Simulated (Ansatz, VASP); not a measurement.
**One calculation of Nb2PdSe4, two programs**

```xyz
7
Lattice="4.0760 0.0000 0.0000 0.0000 4.0760 0.0000 0.0000 0.0000 8.1080" Properties=species:S:1:pos:R:3 pbc="T T T"
Nb    2.0380    0.0000    6.3890
Nb    0.0000    2.0380    1.7190
Pd    2.0380    2.0380    4.0540
Se    2.0380    0.0000    2.5497
Se    0.0000    2.0380    5.5583
Se    2.0380    2.0380    0.0000
Se    0.0000    0.0000    0.0000
```

Change from the starting cell: species swapped into the Ce2CdSb4 type (P-4m2, No. 115).

Alike in both runs: functional PBE; k mesh 3 × 3 × 2; occupations gaussian, width 0.15 eV; no spin polarisation.

Ansatz relaxed the structure, and its values are those at the end. VASP's run is a single point on that final structure, the one shown.

|  | VASP | Ansatz |
| --- | --- | --- |
| version | VASP 6.6.1 | Ansatz 0.2.0 |
| potentials or method | VASP PAW PBE potentials, release 64 (Nb_sv, Pd, Se), cutoff 520 eV | scalar-relativistic, plane waves, PAW |
| valence electrons in the cell | 60 | 108 |

|  | VASP | Ansatz | Ansatz less VASP |
| --- | --- | --- | --- |
| gap on the k mesh at the Fermi level (eV) | none | none | - |
| pressure (GPa) | 0.4 | 0.4 | 0.00 |
| rms of the force components (eV/Å) | 0.019 | 0.017 | -0.0013 |

A gap of «none» marks a metal or a gap that the smearing closes. VASP's potentials hold 60 valence electrons a cell and Ansatz's 108, so a difference there can come from the potentials and not from the codes.

The k mesh is coarse, so the values compare programs but aren't converged.
